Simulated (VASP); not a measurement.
# Rh: single point with PBE

The system is Rh.

```
Rh
1.0
    -1.53620    1.53620    1.53620
     1.53620   -1.53620    1.53620
     1.53620    1.53620   -1.53620
Rh
1
Direct
  0.00000 0.00000 0.00000
```

```
Program             : VASP 6.6.1
Task                : single point
Functional          : PBE
Potentials or basis : VASP PAW PBE potentials, release 64 (Rh_pv)
Cutoff              : 500 eV
k mesh              : 24 × 24 × 24
Occupations         : fermi-dirac, width 0.1 eV
Spin                : no spin polarisation
```

```yaml
Pressure: 0.1 GPa
```

Levels at points of the mesh, in eV from the Fermi level:
```
           k point  band 5  band 6  band 7  band 8  band 9  band 10  band 11  band 12
(0.00, 0.00, 0.00)   -2.75   -2.75   -2.75   -0.44   -0.44    18.41    18.41    18.41
(0.50, 0.00, 0.00)   -4.18   -0.50   -0.11    1.34    1.50     8.97    14.54    18.10
(0.50, 0.50, 0.50)   -5.51    1.02    1.02    1.02    9.30     9.30     9.30    18.67
```

Wall time 91 s on 1 thread of Intel Xeon 8259CL, on a shared host, peak memory 0.18 GiB.
